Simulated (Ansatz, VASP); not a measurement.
## SbSe5: VASP beside Ansatz

```
CELL_PARAMETERS angstrom
3.08395 1.78052 4.92944
-3.08395 1.78052 4.92944
0.00000 -3.56104 4.92944
ATOMIC_POSITIONS crystal
Sb 0.00000 0.00000 0.00000
Se 0.50000 0.50000 0.00000
Se 0.00000 0.50000 0.50000
Se 0.50000 0.00000 0.50000
Se 0.80235 0.80235 0.80235
Se 0.19765 0.19765 0.19765
```

Alike in both runs: functional PBE; k mesh 3 × 3 × 3; occupations gaussian, width 0.2 eV; no spin polarisation.

Ansatz relaxed the structure, and its values are those at the end. VASP's run is a single point on that final structure, the one shown.

```csv
,VASP,Ansatz
version,VASP 6.6.1,Ansatz 0.2.0
potentials or method,"VASP PAW PBE potentials, release 64 (Sb, Se), cutoff 500 eV","scalar-relativistic, plane waves, PAW"
valence electrons in the cell,35,95
```

```tsv
	VASP	Ansatz	Ansatz less VASP
gap on the k mesh at the Fermi level (eV)	none	none	-
pressure (GPa)	0.0	0.0	+0.04
rms of the force components (eV/Å)	0.005	0.002	-0.0030
```

A gap of «none» marks a metal or a gap that the smearing closes. VASP's potentials hold 35 valence electrons a cell and Ansatz's 95, so a difference there can come from the potentials and not from the codes.

The k mesh is coarse, so the values compare programs but aren't converged. Neither program's run includes spin-orbit coupling.
